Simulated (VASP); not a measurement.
# MgB2 (P6/mmm) in VASP: a series of runs, part 2 of 2

VASP 6.6.1. The steps go on from the part before.

## Step 3: Single point, PBEsol

This run uses another cell than the first one, of 10.07 Å³/atom, 1.020 times its volume.

File INCAR:

```
  PREC = Accurate
  ENCUT = 600
  EDIFF = 1E-6
  ISMEAR = -1
  SIGMA = 0.05
  LREAL = False
  LASPH = True
  NELM = 120
  ALGO = Normal
  ISIF = 2
  LWAVE = False
  LCHARG = True
  GGA = PS
  LELF = True
  LVHAR = True
  NBANDS = 11
  GGA_COMPAT = False
```

File KPOINTS:

```
regular mesh
0
Gamma
  8 8 6
```

File POSCAR:

```
MgB2
1.0
    3.1467000000      0.0000000000      0.0000000000
   -1.5733500000      2.7251221381      0.0000000000
    0.0000000000      0.0000000000      3.5230000000
Mg B
1 2
Direct
    0.0000000000      0.0000000000      0.0000000000
    0.6666666667      0.3333333333      0.5000000000
    0.3333333333      0.6666666667      0.5000000000
```

Potentials or basis: VASP PAW PBE potentials, release 64 (Mg, B).

Command:

```console
cat potpaw_PBE.64/Mg/POTCAR potpaw_PBE.64/B/POTCAR > POTCAR
mpirun -np 1 vasp_std > vasp.out
```

OUTCAR:

```text
PREC = Accurate
   ENCUT = 600
   EDIFF = 1E-6
   ISMEAR = -1
   LREAL = False
   LASPH = True
   NELM = 120
   ISIF = 2
   GGA = PS

 ion  position               nearest neighbor table
   1  0.000  0.000  0.000-   2 2.53   3 2.53   2 2.53   3 2.53   2 2.53   2 2.53   3 2.53   3 2.53
                             2 2.53   2 2.53   3 2.53   3 2.53
   2  0.667  0.333  0.500-   3 1.82   3 1.82   3 1.82   1 2.53   1 2.53   1 2.53   1 2.53   1 2.53
                             1 2.53
   3  0.333  0.667  0.500-   2 1.82   2 1.82   2 1.82   1 2.53   1 2.53   1 2.53   1 2.53   1 2.53
                             1 2.53

  LATTYP: Found a hexagonal cell.
 ALAT       =     3.1467000000
 C/A-ratio  =     1.1195855976

  Lattice vectors:

 A1 = (   3.1467000000,   0.0000000000,   0.0000000000)
 A2 = (  -1.5733500000,   2.7251221381,   0.0000000000)
 A3 = (   0.0000000000,   0.0000000000,   3.5230000000)

Analysis of symmetry for initial positions (statically):
=====================================================================
 Subroutine PRICEL returns:
 Original cell was already a primitive cell.

 Routine SETGRP: Setting up the symmetry group for a
 hexagonal supercell.

 Subroutine GETGRP returns: Found 24 space group operations
 (whereof 24 operations were pure point group operations)
 out of a pool of 24 trial point group operations.

The static configuration has the point symmetry D_6h.

Analysis of symmetry for dynamics (positions and initial velocities):
=====================================================================
 Subroutine PRICEL returns:
 Original cell was already a primitive cell.

 Routine SETGRP: Setting up the symmetry group for a
 hexagonal supercell.

 Subroutine GETGRP returns: Found 24 space group operations
 (whereof 24 operations were pure point group operations)
 out of a pool of 24 trial point group operations.

The dynamic configuration has the point symmetry D_6h.

 Subroutine INISYM returns: Found 24 space group operations
 (whereof 24 operations are pure point group operations),
[... 121 lines left out ...]
  Thomas-Fermi vector in A             =   2.186321
   LORBIT       =      0    0 simple, 1 ext, 2 COOP (PROOUT), +10 PAW based schemes
   GGA     = PS    functional components
   LHFCALC =     F    Hartree Fock is set to
   AEXX    =    0.0000 exact exchange contribution
   IVDW    =     0    specifies the selected vdW correction
   LEPSILON=     F    determine dielectric tensor
   LRPA    =     F    only Hartree local field effects (RPA)
 non-spin polarized calculation
  energy-cutoff  :      600.00
  volume of cell :       30.21
 maximum number of plane-waves:      1022
 NGX is ok and might be reduce to    28
   NGX = 13   NGY = 13   NGZ = 15

 number of electron       8.0000000 magnetization

 Free energy of the ion-electron system (eV)
  ---------------------------------------------------
  ext. energy  EPLUGINS =         0.00000000
  ---------------------------------------------------
  free energy    TOTEN  =       -16.16207137 eV

  energy without entropy =      -16.15269668  energy(sigma->0) =      -16.15738402

 E-fermi :   4.9051     XC(G=0): -10.8452

 val. band max:        4.9006166995   @ k =   0.1250   0.0000   0.3333
 cond. band min:       4.9396016484   @ k =   0.3750   0.1250   0.3333
 fundamental gap:      0.0389849489
 Fermi energy:         4.9050891075

 k-point     1 :       0.0000    0.0000    0.0000
  band No.  band energies     occupation
      1      -7.2306      2.00000
      2       2.2659      2.00000
      3       5.1812      0.00796
      4       5.1812      0.00796
      5       6.7707      0.00000
      6      10.8327      0.00000
      7      10.8327      0.00000
      8      12.2968      0.00000
      9      14.4115      0.00000
     10      16.8030      0.00000
     11      20.7240      0.00000
[... 309 lines left out ...]
 k-point    24 :       0.3750    0.0000    0.3333
  band No.  band energies     occupation
      1      -4.1870      2.00000
      2      -0.3577      2.00000
      3       1.1259      2.00000
      4       3.2292      2.00000
      5       5.9658      0.00000
      6       9.9271      0.00000
      7      13.9350      0.00000
      8      14.2998      0.00000
      9      15.0292      0.00000
     10      17.5191      0.00000
     11      17.7198      0.00000

 [... further k-points ...]
[... 5 lines left out ...]
  --------------------------------------------------------------------------------------
  -------------------------------------------------------------------------------------
  Total       -2.1453162     -2.1453162     -0.8918318      0.0000000      0.0000000      0.0000000
  in kB     -113.7752880   -113.7752880    -47.2976527      0.0000000      0.0000000      0.0000000
  external PRESSURE =     -91.6160762 kB  Pullay stress =       0.0000000 kB

 VOLUME and BASIS-vectors are now :
 -----------------------------------------------------------------------------
  energy-cutoff  :      600.00
  volume of cell :       30.21
      direct lattice vectors                 reciprocal lattice vectors
     3.146700000  0.000000000  0.000000000     0.317793244  0.183478015  0.000000000
    -1.573350000  2.725122138  0.000000000     0.000000000  0.366956030  0.000000000
     0.000000000  0.000000000  3.523000000     0.000000000  0.000000000  0.283848992

 POSITION                                       TOTAL-FORCE (eV/Angst)
 -----------------------------------------------------------------------------------
      0.00000      0.00000      0.00000         0.000000      0.000000      0.000000
      1.57335      0.90837      1.76150        -0.000000      0.000000      0.000000
     -0.00000      1.81675      1.76150         0.000000      0.000000     -0.000000
 -----------------------------------------------------------------------------------
    total drift:                                0.000000      0.000000     -0.000000

  FREE ENERGIE OF THE ION-ELECTRON SYSTEM (eV)
  ---------------------------------------------------
  free  energy   TOTEN  =       -16.1620713653 eV

  energy  without entropy=      -16.1526966759  energy(sigma->0) =      -16.15738402
```

Wall time 24 s (1 thread of Intel Xeon Platinum 8259CL at 2.50GHz (Skylake/Cascade Lake), shared host); peak memory 0.16 GiB.

Results:

```yaml
Free_energy: -16.1621 eV
Pressure: -9.2 GPa
Band_gap_on_the_k_mesh: zero (band 4 reaches 6.13 eV, above the bottom of band 5 at 3.48 eV)
```

Levels at points of the mesh, in eV from the Fermi level:
| k point | band 2 | band 3 | band 4 | band 5 | band 6 | band 7 |
| --- | --- | --- | --- | --- | --- | --- |
| (0.00, 0.00, 0.00) | -2.64 | 0.28 | 0.28 | 1.87 | 5.93 | 5.93 |
| (0.50, 0.00, 0.00) | -7.67 | -2.16 | 0.37 | 3.11 | 3.58 | 5.39 |
| (0.00, 0.00, 0.50) | -7.18 | 0.67 | 0.67 | 6.31 | 6.31 | 7.51 |
| (0.50, 0.00, 0.50) | -6.73 | -3.47 | -1.84 | -1.29 | 5.28 | 8.30 |

Caveat: the PAW data sets were made with another functional, which shifts forces and pressure a little.

## Step 4: Single point, PBEsol

This run uses another cell than the first one, of 10.47 Å³/atom, 1.060 times its volume.

File INCAR:

```
PREC = Accurate
ENCUT = 600
EDIFF = 1E-6
ISMEAR = -1
SIGMA = 0.05
LREAL = F
LASPH = T
NELM = 120
ALGO = Normal
ISIF = 2
LWAVE = F
LCHARG = T
GGA = PS
LELF = T
LVHAR = T
NBANDS = 11
GGA_COMPAT = F
```

File KPOINTS:

```
Automatic mesh
0
Gamma
  8 8 6
```

File POSCAR:

```
MgB2
1.0
    3.2084000000      0.0000000000      0.0000000000
   -1.6042000000      2.7785559055      0.0000000000
    0.0000000000      0.0000000000      3.5230000000
Mg B
1 2
Direct
    0.0000000000      0.0000000000      0.0000000000
    0.6666666667      0.3333333333      0.5000000000
    0.3333333333      0.6666666667      0.5000000000
```

Potentials or basis: VASP PAW PBE potentials, release 64 (Mg, B).

Command:

```console
cat potpaw_PBE.64/Mg/POTCAR potpaw_PBE.64/B/POTCAR > POTCAR
mpirun -np 1 vasp_std > vasp.out
```

OUTCAR:

```text
PREC = Accurate
   ENCUT = 600
   EDIFF = 1E-6
   ISMEAR = -1
   LREAL = F
   LASPH = T
   NELM = 120
   ISIF = 2
   GGA = PS

 ion  position               nearest neighbor table
   1  0.000  0.000  0.000-   2 2.56   3 2.56   2 2.56   3 2.56   3 2.56   3 2.56   2 2.56   2 2.56
                             2 2.56   2 2.56   3 2.56   3 2.56
   2  0.667  0.333  0.500-   3 1.85   3 1.85   3 1.85   1 2.56   1 2.56   1 2.56   1 2.56   1 2.56
                             1 2.56
   3  0.333  0.667  0.500-   2 1.85   2 1.85   2 1.85   1 2.56   1 2.56   1 2.56   1 2.56   1 2.56
                             1 2.56

  LATTYP: Found a hexagonal cell.
[... 526 lines left out ...]
     11      16.8366      0.00000

 [... further k-points ...]
[... 5 lines left out ...]
  --------------------------------------------------------------------------------------
  -------------------------------------------------------------------------------------
  Total       -3.6684157     -3.6684157     -1.0517247      0.0000000     -0.0000000      0.0000000
  in kB     -187.1409526   -187.1409526    -53.6527956      0.0000000     -0.0000000      0.0000000
  external PRESSURE =    -142.6449003 kB  Pullay stress =       0.0000000 kB

 VOLUME and BASIS-vectors are now :
 -----------------------------------------------------------------------------
  energy-cutoff  :      600.00
  volume of cell :       31.41
      direct lattice vectors                 reciprocal lattice vectors
     3.208400000  0.000000000  0.000000000     0.311681835  0.179949591  0.000000000
    -1.604200000  2.778555906  0.000000000     0.000000000  0.359899183  0.000000000
     0.000000000  0.000000000  3.523000000     0.000000000  0.000000000  0.283848992

 POSITION                                       TOTAL-FORCE (eV/Angst)
 -----------------------------------------------------------------------------------
      0.00000      0.00000      0.00000         0.000000      0.000000     -0.000000
      1.60420      0.92619      1.76150        -0.000000      0.000000     -0.000000
     -0.00000      1.85237      1.76150         0.000000     -0.000000      0.000000
 -----------------------------------------------------------------------------------
    total drift:                                0.000000      0.000000     -0.000000

  FREE ENERGIE OF THE ION-ELECTRON SYSTEM (eV)
  ---------------------------------------------------
  free  energy   TOTEN  =       -16.0492628744 eV

  energy  without entropy=      -16.0400175571  energy(sigma->0) =      -16.04464022
```

stdout:

```text
POSCAR found type information on POSCAR MgB
 POSCAR found :  2 types and       3 ions
 scaLAPACK will be used
 -----------------------------------------------------------------------------
|                                                                             |
|                                                                             |
|     You enforced a specific xc type in the INCAR file but a different       |
|     I HOPE YOU KNOW WHAT YOU ARE DOING!                                     |
|                                                                             |
 -----------------------------------------------------------------------------

 LDA part: xc-table for (Slater+PW92), standard interpolation
 POSCAR, INCAR and KPOINTS ok, starting setup
 FFT: planning ... GRIDC
 FFT: planning ... GRID_SOFT
 FFT: planning ... GRID
 WAVECAR not read
 entering main loop
```

Wall time 25 s (1 thread of Intel Xeon Platinum 8259CL at 2.50GHz (Skylake/Cascade Lake), shared host); peak memory 0.16 GiB.

What came out:

```
Free energy            : -16.0493 eV
Pressure               : -14.3 GPa
Band gap on the k mesh : zero (band 4 reaches 5.96 eV, above the bottom of band 5 at 3.23 eV)
```

Caveat: the PAW data sets were made with another functional, which shifts forces and pressure a little.

## Step 5: Single point, PBEsol

This run uses another cell than the first one, of 8.92 Å³/atom, 0.903 times its volume.

File INCAR:

```
SYSTEM = MgB2
PREC     = Accurate       ! precision mode
ENCUT    = 600            ! plane-wave cutoff, eV
EDIFF    = 1E-6           ! SCF threshold, eV
ISMEAR   = -1             ! smearing method
SIGMA    = 0.05           ! smearing width, eV
LREAL    = .False.        ! projectors in reciprocal space
LASPH    = .True.         ! aspherical terms in the spheres
NELM     = 120            ! most SCF steps
ALGO     = Normal         ! electronic algorithm
ISIF     = 2              ! what is computed and relaxed
LWAVE    = .False.        ! write WAVECAR
LCHARG   = .True.         ! write CHGCAR
GGA      = PS             ! functional
LELF     = .True.         ! ELF
LVHAR    = .True.       
NBANDS   = 11             ! bands
GGA_COMPAT= .False.
```

File KPOINTS:

```
Automatic mesh
0
Gamma
  9 9 6
  0 0 0
```

File POSCAR:

```
MgB2
1.0
    2.9616000000      0.0000000000      0.0000000000
   -1.4808000000      2.5648208359      0.0000000000
    0.0000000000      0.0000000000      3.5230000000
Mg B
1 2
Direct
    0.0000000000      0.0000000000      0.0000000000
    0.6666666667      0.3333333333      0.5000000000
    0.3333333333      0.6666666667      0.5000000000
```

Command:

```console
cat potpaw_PBE.64/Mg/POTCAR potpaw_PBE.64/B/POTCAR > POTCAR
mpirun -np 1 vasp_std > vasp.out
```

Run time: 24 s. Hardware: 1 thread of Intel Xeon Platinum 8259CL at 2.50GHz (Skylake/Cascade Lake), shared host; peak memory 0.15 GiB.

Results (log left out):

* Free energy: -16.1230 eV
* Pressure: 12.8 GPa
* Band gap on the k mesh: zero (band 4 reaches 7.47 eV, above the bottom of band 5 at 3.72 eV)

Stress tensor (GPa, compression positive):
```
19.43  0.00  0.00
 0.00 19.43  0.00
 0.00  0.00 -0.49
```

Levels at points of the mesh, in eV from the Fermi level:
```
           k point  band 1  band 2  band 3  band 4  band 5  band 6  band 7  band 8  band 9
(0.00, 0.00, 0.00)  -12.92   -3.54    0.65    0.65    1.17    7.08    7.08    9.72   10.96
(0.00, 0.00, 0.50)  -11.66   -7.95    0.99    0.99    7.30    7.30    8.96    9.48   11.74
```

Caveat: the PAW data sets were made with another functional, which shifts forces and pressure a little.

## Step 6: Overview

```tsv
cell	k mesh	gap on the mesh (eV)	pressure (GPa)
a = 3.116, b = 3.116, c = 3.523 Å, angles 90.0, 90.0, 120.0°, 3 atoms	8 × 8 × 6	none	-6.2
a = 3.147, b = 3.147, c = 3.523 Å, angles 90.0, 90.0, 120.0°, 3 atoms	8 × 8 × 6	none	-9.2
a = 3.208, b = 3.208, c = 3.523 Å, angles 90.0, 90.0, 120.0°, 3 atoms	8 × 8 × 6	none	-14.3
a = 2.962, b = 2.962, c = 3.523 Å, angles 90.0, 90.0, 120.0°, 3 atoms	9 × 9 × 6	none	12.8
```

Alike in all rows: task single point; level PBEsol; potentials or basis VASP PAW PBE potentials, release 64 (Mg, B); no spin polarisation; cutoff (eV) 600; smearing fermi-dirac 0.05 eV.

Caveats: the PAW data sets were made with another functional, which shifts forces and pressure a little.

Absolute energies hang on the potentials; compare differences alone.
